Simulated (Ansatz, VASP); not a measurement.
# GaAs: VASP beside Ansatz

```xyz
2
Lattice="0.0000 2.8048 2.8048 2.8048 0.0000 2.8048 2.8048 2.8048 0.0000" Properties=species:S:1:pos:R:3 pbc="T T T"
Ga    0.0000    0.0000    0.0000
As    1.4024    1.4024    1.4024
```

Change from the starting cell: hydrostatic strain -1.0%.

Alike in both runs: task single point; functional r2SCAN; k mesh 8 × 8 × 8; no spin polarisation.

```csv
,VASP,Ansatz
version,VASP 6.6.1,Ansatz 0.2.0
potentials or method,"VASP PAW PBE potentials, release 64 (Ga_d, As)","plane waves, PAW"
plane-wave cutoff (eV),520,500
occupations,"gaussian, width 0.01 eV",fixed
valence electrons in the cell,18,28
```

```csv
,VASP,Ansatz,Ansatz less VASP
gap on the k mesh at the Fermi level (eV),1.19,1.21,+0.020
pressure (GPa),2.5,2.4,-0.12
```

VASP's potentials were made for PBE, not for r2SCAN. VASP's potentials hold 18 valence electrons a cell and Ansatz's 28, so a difference there can come from the potentials and not from the codes.
